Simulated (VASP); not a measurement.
# ZnS: single point with PBE

The system is ZnS.

```
Zn S
1.0
     3.84407    0.00000    0.00000
    -1.92203    3.32906    0.00000
     0.00000    0.00000    6.11550
Zn S
2 2
Cartesian
  0.0000 2.2194 -0.0160
  1.9220 1.1097 3.0418
  0.0000 2.2194 2.3093
  1.9220 1.1097 5.3670
```

```
Program             : VASP 6.6.1
Task                : single point
Functional          : PBE
Potentials or basis : VASP PAW PBE potentials, release 64 (Zn, S)
Cutoff              : 520 eV
k mesh              : 12 × 12 × 4
Occupations         : gaussian, width 0.02 eV
Spin                : no spin polarisation
```

```
Pressure               : 2.5 GPa
Largest force          : 0.003 eV/Å
Band gap on the k mesh : 2.23 eV
```

Forces in eV/Å, atoms in the order of the input:
```
Zn   0.000  0.000 -0.003
Zn   0.000  0.000 -0.003
S    0.000  0.000  0.003
S    0.000  0.000  0.003
```

Stress tensor (GPa, compression positive):
```
1.53 0.00 0.00
0.00 1.53 0.00
0.00 0.00 4.50
```

Levels at points of the mesh, in eV from the valence-band top:
```csv
k point,band 14,band 15,band 16,band 17,band 18,band 19,band 20,band 21,band 22,band 23
"(0.00, 0.00, 0.00)",-1.02,-1.02,-0.06,-0.06,0.00,2.23,2.82,6.16,6.16,6.88
"(0.50, 0.00, 0.00)",-4.12,-3.27,-2.37,-1.66,-0.93,3.49,4.29,5.26,6.92,7.66
"(0.00, 0.00, 0.50)",-2.76,-0.56,-0.56,-0.56,-0.56,3.42,3.42,6.61,6.61,6.61
"(0.50, 0.00, 0.50)",-4.90,-1.71,-1.71,-1.53,-1.53,3.61,3.61,5.23,5.23,8.87
```

Wall time 54 s on 1 thread of Intel(R) Xeon(R) 6975P-C (Granite Rapids), with other jobs on the host, peak memory 0.24 GiB.

A k mesh can miss the band edges.
